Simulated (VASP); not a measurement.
A run of VASP 6.6.1:

File INCAR:

```
PREC     = Accurate       # precision mode
ENCUT    = 600            # plane-wave cutoff, eV
EDIFF    = 1E-7           # SCF threshold, eV
ISMEAR   = 0              # smearing method
SIGMA    = 0.1            # smearing width, eV
LREAL    = F              # projectors in reciprocal space
LASPH    = T              # aspherical terms in the spheres
NELM     = 200            # most SCF steps
ALGO     = Normal         # electronic algorithm
ISIF     = 3              # what is computed and relaxed
LWAVE    = F              # write WAVECAR
LCHARG   = F              # write CHGCAR
ISPIN    = 2              # spin polarisation
MAGMOM   = 0 0.35 0.35 0.35 # initial moments
LORBIT   = 11             # projections on sites
LMAXMIX  = 4              # l up to which the mixer works
GGA      = CA             # functional
IBRION   = 2              # ionic algorithm
NSW      = 70             # ionic steps
EDIFFG   = -0.005         # ionic threshold
GGA_COMPAT= F            
NELMIN   = 4
```

The input KPOINTS:

```
regular mesh
0
Gamma
  10 10 10
```

POSCAR

```
TaO3
1.0
    3.9562494449      0.0000000000      0.0000000000
    0.0000000000      3.9562494449      0.0000000000
    0.0000000000      0.0000000000      3.9562494449
Ta O
1 3
Direct
    0.5000000000      0.5000000000      0.5000000000
    0.0000000000      0.5000000000      0.5000000000
    0.5000000000      0.5000000000      0.0000000000
    0.5000000000      0.0000000000      0.5000000000
```

Potentials or basis: VASP PAW LDA potentials, release 64 (Ta_sv_GW, O).

The run is started by

```console
$ cat potpaw_LDA.64/Ta_sv_GW/POTCAR potpaw_LDA.64/O/POTCAR > POTCAR
$ mpirun -np 1 vasp_std > vasp.out
```

Hardware: 1 thread of Intel(R) Xeon(R) Platinum 8488C (Sapphire Rapids), on a shared host.

Q: How long does it take, and how much memory?

A: It took 5.2 min on 1 thread of Intel(R) Xeon(R) Platinum 8488C (Sapphire Rapids), with other jobs on the host, peak memory 0.27 GiB. Counts: scf iterations 56, k points 56, ion steps 4.
